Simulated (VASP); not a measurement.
Input of a VASP 6.6.1 run:

INCAR

```
  PREC = Accurate
  ENCUT = 600
  EDIFF = 1E-6
  ISMEAR = -1
  SIGMA = 0.1
  LREAL = False
  LASPH = True
  NELM = 120
  ALGO = Normal
  ISIF = 2
  LWAVE = False
  LCHARG = True
  GGA = PE
  LELF = True
  LVHAR = True
  NBANDS = 11
  GGA_COMPAT = False
```

File KPOINTS:

```
Automatic mesh
0
Gamma
  14 14 14
```

The input POSCAR:

```
C
1.0
    0.0000000000      1.7833600000      1.7833600000
    1.7833600000      0.0000000000      1.7833600000
    1.7833600000      1.7833600000      0.0000000000
C
2
Direct
    0.5000000000      0.5000000000      0.5000000000
    0.7500000000      0.7500000000      0.7500000000
```

Potentials or basis: VASP PAW PBE potentials, release 64 (C).

Run with:

```sh
$ cat potpaw_PBE.64/C/POTCAR > POTCAR
$ mpirun -np 1 vasp_std > vasp.out
```

(1) What does it give for the band gap on the k mesh?

(2) What does it give for the pressure?

Results:

(1) 4.13 eV, indirect (least direct gap 5.59 eV).

(2) 1.8 GPa.
